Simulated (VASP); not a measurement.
Wanted: the native input for a VASP 6.6.1 run.

```
Task                   : single point
Functional             : LDA
Potentials or basis    : VASP PAW LDA potentials, release 64 (Cs_sv)
Cutoff                 : 520 eV
k mesh                 : 8 × 8 × 8
Occupations            : methfessel-paxton, width 0.1 eV
Spin                   : no spin polarisation
Dipole correction      : no
Further INCAR settings : ALGO = Normal; EDIFF = 1e-07; NBANDS = 10
```

The structure of Cs lies in POSCAR:

```
Cs
1.0
   -2.8840810378      2.8840810378      2.8840810378
    2.8840810378     -2.8840810378      2.8840810378
    2.8840810378      2.8840810378     -2.8840810378
Cs
1
Direct
    0.0000000000      0.0000000000      0.0000000000
```

The input as run:

INCAR

```
SYSTEM = Cs
PREC     = Accurate       ! precision mode
ENCUT    = 520            ! plane-wave cutoff, eV
EDIFF    = 1E-7           ! SCF threshold, eV
ISMEAR   = 1              ! smearing method
SIGMA    = 0.1            ! smearing width, eV
LREAL    = .FALSE.        ! projectors in reciprocal space
LASPH    = .TRUE.         ! aspherical terms in the spheres
NELM     = 100            ! most SCF steps
ALGO     = Normal         ! electronic algorithm
ISIF     = 2              ! what is computed and relaxed
LWAVE    = .FALSE.        ! write WAVECAR
LCHARG   = .FALSE.        ! write CHGCAR
NBANDS   = 10             ! bands
```

KPOINTS

```
regular mesh
0
G
  8 8 8
  0 0 0
```

Potentials or basis: VASP PAW LDA potentials, release 64 (Cs_sv).

Launch:

```sh
$ cat potpaw_LDA.64/Cs_sv/POTCAR > POTCAR
$ mpirun -np 1 vasp_std > vasp.out
```

It gave:

```json
{
  "Pressure": "0.0 GPa"
}
```

Wall time 18 s on 1 thread of Intel(R) Xeon(R) Platinum 8488C (Sapphire Rapids), with other jobs on the host, peak memory 0.19 GiB.
